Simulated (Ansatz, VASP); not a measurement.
## Two plane-wave programs on GaGe

File INCAR:

```
SYSTEM = GaGe
PREC = Accurate
ENCUT = 520
EDIFF = 1E-7
ISMEAR = -1
SIGMA = 0.05
LREAL = .FALSE.
LASPH = .TRUE.
NELM = 80
ALGO = Normal
ISIF = 2
LWAVE = .FALSE.
LCHARG = .FALSE.
GGA = PE
NBANDS = 20
```

KPOINTS

```
regular mesh
0
G
  8 8 8
  0 0 0
```

POSCAR

```
GaGe
1.0
    0.0000000000      2.8978440000      2.8978440000
    2.8978440000      0.0000000000      2.8978440000
    2.8978440000      2.8978440000      0.0000000000
Ge Ga
1 1
Direct
   -0.0072340000     -0.0102740000      0.0253490000
    0.2399690000      0.2466220000      0.2642740000
```

Contents of input.yaml:

```yaml
crystal:
  lattice:
    - [0.0, 2.897844, 2.897844]
    - [2.897844, 0.0, 2.897844]
    - [2.897844, 2.897844, 0.0]
  atoms:
    - { symbol: Ge, position: [-0.007234, -0.010274, 0.025349] }
    - { symbol: Ga, position: [0.239969, 0.246622, 0.264274] }
hamiltonian:
  xc: pbe
  pseudopotentials: { kind: paw, azcp: { folder: soft_1 } }
kpoints:
  mp_grid: { grid: [8, 8, 8] }
scf:
  occupations: { method: fermi_dirac, width: 0.05 }
output:
  forces: true
  stress: true
  eigenvalues: true
  write_density: true
  write_potential: true
  elf: true
  volumetric_format: npy
```

Change from the starting cell: atoms moved at random, drawn with an rms of 0.05 Å.

Alike in both runs: task single point; functional PBE; k mesh 8 × 8 × 8; occupations fermi-dirac, width 0.05 eV; no spin polarisation.

|  | VASP | Ansatz |
| --- | --- | --- |
| version | VASP 6.6.1 | Ansatz 0.2.0 |
| potentials or method | VASP PAW PBE potentials, release 64 (Ge_d, Ga_d) | Ansatz PAW soft_1 |
| plane-wave cutoff (eV) | 520 | 420 |
| valence electrons in the cell | 27 | 27 |

```tsv
	VASP	Ansatz	Ansatz less VASP
gap on the k mesh at the Fermi level (eV)	none	none	-
pressure (GPa)	0.3	0.3	-0.04
traceless stress, the component that is largest in VASP (GPa)	1.08	1.08	-0.002
rms of the force components (eV/Å)	0.121	0.121	-0.0003
```

Atom by atom the forces differ by 0.000 eV/Å (rms over components). A gap of «none» marks a metal or a gap that the smearing closes. The functional is the same, so the differences come from potentials, cutoffs and numerics.
